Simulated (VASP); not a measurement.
# TiN (Osbornite) (Fm-3m) in VASP: single point with PBE

Aim: the single point of TiN (Osbornite) with PBE.

Everything below comes from runs of VASP 6.6.1. Logs are shortened: lines on timing, memory, paths and dates and some standing lists are left out, and cuts for length are marked.

### Step 1. The cell of the first run

It takes space group Fm-3m (No. 225, cubic). Conventional cell: a = 4.238 Å, b = 4.238 Å, c = 4.238 Å, α = 90.00°, β = 90.00°, γ = 90.00°. Within 2.8 Å of Ti (site symmetry m-3m) lie 6 N at 2.12 Å. N (site symmetry m-3m) has 6 Ti at 2.12 Å within 2.8 Å.

### Step 2. Single point, PBE

INCAR reads:

```
SYSTEM = TiN
PREC = Accurate
ENCUT = 600
EDIFF = 1E-6
ISMEAR = 1
SIGMA = 0.05
LREAL = .FALSE.
LASPH = .TRUE.
NELM = 120
ALGO = Normal
ISIF = 2
LWAVE = .FALSE.
LCHARG = .FALSE.
GGA = PE
NBANDS = 16
GGA_COMPAT = .FALSE.
```

KPOINTS reads:

```
regular mesh
0
G
  9 9 9
  0 0 0
```

POSCAR reads:

```
TiN
1.0
    0.0000000000      2.1190000000      2.1190000000
    2.1190000000      0.0000000000      2.1190000000
    2.1190000000      2.1190000000      0.0000000000
Ti N
1 1
Direct
    0.0000000000      0.0000000000      0.0000000000
    0.5000000000      0.5000000000      0.5000000000
```

Potentials or basis: VASP PAW PBE potentials, release 64 (Ti_sv, N).

Started as:

```bash
cat potpaw_PBE.64/Ti_sv/POTCAR potpaw_PBE.64/N/POTCAR > POTCAR
mpirun -np 1 vasp_std > vasp.out
```

OUTCAR:

```text
SYSTEM = TiN
   PREC = Accurate
   ENCUT = 600
   EDIFF = 1E-6
   ISMEAR = 1
   LREAL = .FALSE.
   LASPH = .TRUE.
   NELM = 120
   ISIF = 2
   GGA = PE

 ion  position               nearest neighbor table
   1  0.000  0.000  0.000-   2 2.12   2 2.12   2 2.12   2 2.12   2 2.12   2 2.12
   2  0.500  0.500  0.500-   1 2.12   1 2.12   1 2.12   1 2.12   1 2.12   1 2.12

  LATTYP: Found a face centered cubic cell.
 ALAT       =     4.2380000000

  Lattice vectors:

 A1 = (   0.0000000000,   2.1190000000,   2.1190000000)
 A2 = (   2.1190000000,   0.0000000000,   2.1190000000)
 A3 = (   2.1190000000,   2.1190000000,   0.0000000000)

Analysis of symmetry for initial positions (statically):
=====================================================================
 Subroutine PRICEL returns:
 Original cell was already a primitive cell.

 Routine SETGRP: Setting up the symmetry group for a
 face centered cubic supercell.

 Subroutine GETGRP returns: Found 48 space group operations
 (whereof 48 operations were pure point group operations)
 out of a pool of 48 trial point group operations.

The static configuration has the point symmetry O_h .

Analysis of symmetry for dynamics (positions and initial velocities):
=====================================================================
 Subroutine PRICEL returns:
 Original cell was already a primitive cell.

 Routine SETGRP: Setting up the symmetry group for a
 face centered cubic supercell.

 Subroutine GETGRP returns: Found 48 space group operations
 (whereof 48 operations were pure point group operations)
 out of a pool of 48 trial point group operations.

The dynamic configuration has the point symmetry O_h .

 Subroutine INISYM returns: Found 48 space group operations
 (whereof 48 operations are pure point group operations),
 and found     1 'primitive' translations

----------------------------------------------------------------------------------------

                                     Primitive cell

  volume of cell :      19.0293

  direct lattice vectors                    reciprocal lattice vectors
     0.000000000  2.119000000  2.119000000    -0.235960359  0.235960359  0.235960359
     2.119000000  0.000000000  2.119000000     0.235960359 -0.235960359  0.235960359
     2.119000000  2.119000000  0.000000000     0.235960359  0.235960359 -0.235960359

  length of vectors
     2.996718539  2.996718539  2.996718539     0.408695330  0.408695330  0.408695330

  position of ions in fractional coordinates (direct lattice)
     0.000000000  0.000000000  0.000000000
     0.500000000  0.500000000  0.500000000

[... 77 lines left out ...]
   LREAL  =      F    real-space projection
   EDIFFG = 0.1E-04   stopping-criterion for IOM
   NSW    =      0    number of steps for IOM
   IBRION =     -1    ionic relax: 0-MD 1-quasi-New 2-CG
   NFREE  =      0    steps in history (QN), initial steepest desc. (CG)
   ISIF   =      2    stress and relaxation
   ISYM   =      2    0-nonsym 1-usesym 2-fastsym
   POTIM  = 0.5000    time-step for ionic-motion
   TEBEG  =    0.0;   TEEND  =   0.0 temperature during run
   PSTRESS=    0.0 pullay stress
   NELECT =      17.0000    total number of electrons
   NUPDOWN=      -1.0000    fix difference up-down
   EMIN   =  10.00;   EMAX   =-10.00  energy-range for DOS
   EFERMI =   0.00;   METHOD = LEGACY
   ISMEAR =     1;   SIGMA  =   0.05  broadening in eV -4-tet -1-fermi 0-gaus
   EFERMI_NEDOS =   21; number of points for ismear=-14 and -15
   IALGO  =     38    algorithm
   IMIX   =      4    mixing-type and parameters
     AMIX     =   0.40;   BMIX     =  1.00
     AMIX_MAG =   1.60;   BMIX_MAG =  1.00
  volume/ion in A,a.u.               =       9.51        64.21
  Fermi-wavevector in a.u.,A,eV,Ry     =   1.576704  2.979539 33.824024  2.485996
  Thomas-Fermi vector in A             =   2.677497
   LORBIT       =      0    0 simple, 1 ext, 2 COOP (PROOUT), +10 PAW based schemes
   GGA     = PE    functional components
   LHFCALC =     F    Hartree Fock is set to
   AEXX    =    0.0000 exact exchange contribution
   IVDW    =     0    specifies the selected vdW correction
   LEPSILON=     F    determine dielectric tensor
   LRPA    =     F    only Hartree local field effects (RPA)
 non-spin polarized calculation
 Methfessel and Paxton  Order N= 1 SIGMA  =   0.05
  energy-cutoff  :      600.00
  volume of cell :       19.03
 maximum number of plane-waves:       650
   NGX = 11   NGY = 11   NGZ = 11

 number of electron      17.0000001 magnetization

 Free energy of the ion-electron system (eV)
  ---------------------------------------------------
  ext. energy  EPLUGINS =         0.00000000
  ---------------------------------------------------
  free energy    TOTEN  =       -19.64275732 eV

  energy without entropy =      -19.64290669  energy(sigma->0) =      -19.64280711

 E-fermi :  11.4534     XC(G=0): -13.0352

 val. band max:       11.3778770228   @ k =   0.1111   0.0000   0.0000
 cond. band min:      11.4908009182   @ k =   0.4444   0.2222   0.1111
 fundamental gap:      0.1129238954
 Fermi energy:        11.4534493773

 k-point     1 :       0.0000    0.0000    0.0000
  band No.  band energies     occupation
      1     -46.3918      2.00000
      2     -22.3693      2.00000
      3     -22.3693      2.00000
      4     -22.3693      2.00000
      5      -5.6325      2.00000
      6       9.4395      2.00000
[... 433 lines left out ...]
      3     -22.5696      2.00000
      4     -22.5696      2.00000
      5      -4.2098      2.00000
      6       5.5278      2.00000
[... 8 lines left out ...]
     15      23.5588      0.00000
     16      25.8897      0.00000

 [... further k-points ...]

------------------------ aborting loop because EDIFF is reached ----------------------------------------

  FORCE on cell =-STRESS in cart. coord.  units (eV):
  Direction    XX          YY          ZZ          XY          YZ          ZX
  --------------------------------------------------------------------------------------
  -------------------------------------------------------------------------------------
  Total        0.2435575      0.2435575      0.2435575     -0.0000000     -0.0000000      0.0000000
  in kB       20.5063911     20.5063911     20.5063911     -0.0000000     -0.0000000      0.0000000
  external PRESSURE =      20.5063911 kB  Pullay stress =       0.0000000 kB

 VOLUME and BASIS-vectors are now :
 -----------------------------------------------------------------------------
  energy-cutoff  :      600.00
  volume of cell :       19.03
      direct lattice vectors                 reciprocal lattice vectors
     0.000000000  2.119000000  2.119000000    -0.235960359  0.235960359  0.235960359
     2.119000000  0.000000000  2.119000000     0.235960359 -0.235960359  0.235960359
     2.119000000  2.119000000  0.000000000     0.235960359  0.235960359 -0.235960359

 POSITION                                       TOTAL-FORCE (eV/Angst)
 -----------------------------------------------------------------------------------
      0.00000      0.00000      0.00000         0.000000      0.000000      0.000000
      2.11900      2.11900      2.11900         0.000000      0.000000      0.000000
 -----------------------------------------------------------------------------------
    total drift:                                0.000000     -0.000000     -0.000000

  FREE ENERGIE OF THE ION-ELECTRON SYSTEM (eV)
  ---------------------------------------------------
  free  energy   TOTEN  =       -19.6427573213 eV

  energy  without entropy=      -19.6429066867  energy(sigma->0) =      -19.64280711
```

OSZICAR:

```text
N       E                     dE             d eps       ncg     rms          rms(c)
DAV:   1     0.146142538256E+03    0.14614E+03   -0.91874E+03  1120   0.139E+03
DAV:   2    -0.161298389945E+02   -0.16227E+03   -0.15138E+03  1224   0.375E+02
DAV:   3    -0.245990618246E+02   -0.84692E+01   -0.83777E+01  1488   0.888E+01
DAV:   4    -0.248098255666E+02   -0.21076E+00   -0.21068E+00  1296   0.129E+01
DAV:   5    -0.248139840691E+02   -0.41585E-02   -0.41585E-02  1408   0.170E+00    0.182E+01
DAV:   6    -0.200139443661E+02    0.48000E+01   -0.12998E+01  1472   0.541E+01    0.676E+00
DAV:   7    -0.196799081567E+02    0.33404E+00   -0.16136E+00  1304   0.162E+01    0.493E+00
DAV:   8    -0.198982436113E+02   -0.21834E+00   -0.10590E+00  1496   0.153E+01    0.621E+00
DAV:   9    -0.196554772258E+02    0.24277E+00   -0.31759E-01  1232   0.890E+00    0.174E+00
DAV:  10    -0.196471069492E+02    0.83703E-02   -0.31202E-02  1360   0.198E+00    0.580E-01
DAV:  11    -0.196427903169E+02    0.43166E-02   -0.58789E-03  1616   0.108E+00    0.172E-01
DAV:  12    -0.196427460325E+02    0.44284E-04   -0.54162E-04  1328   0.235E-01    0.300E-02
DAV:  13    -0.196427594556E+02   -0.13423E-04   -0.30550E-05  1312   0.504E-02    0.277E-02
DAV:  14    -0.196427572539E+02    0.22017E-05   -0.62085E-06  1344   0.307E-02    0.270E-03
DAV:  15    -0.196427573213E+02   -0.67392E-07   -0.23704E-07   672   0.514E-03
   1 F= -.19642757E+02 E0= -.19642807E+02  d E =0.149365E-03
```

stdout:

```text
POSCAR found type information on POSCAR TiN
 POSCAR found :  2 types and       2 ions
 scaLAPACK will be used
 LDA part: xc-table for (Slater+PW92), standard interpolation
 POSCAR, INCAR and KPOINTS ok, starting setup
 FFT: planning ... GRIDC
 FFT: planning ... GRID_SOFT
 FFT: planning ... GRID
 WAVECAR not read
 entering main loop
```

Wall time 9 s (1 thread of AMD EPYC 9R45 (Zen 5), shared host); peak memory 0.11 GiB.

Results:

```
Free energy : -19.6428 eV
Pressure    : 2.1 GPa
```
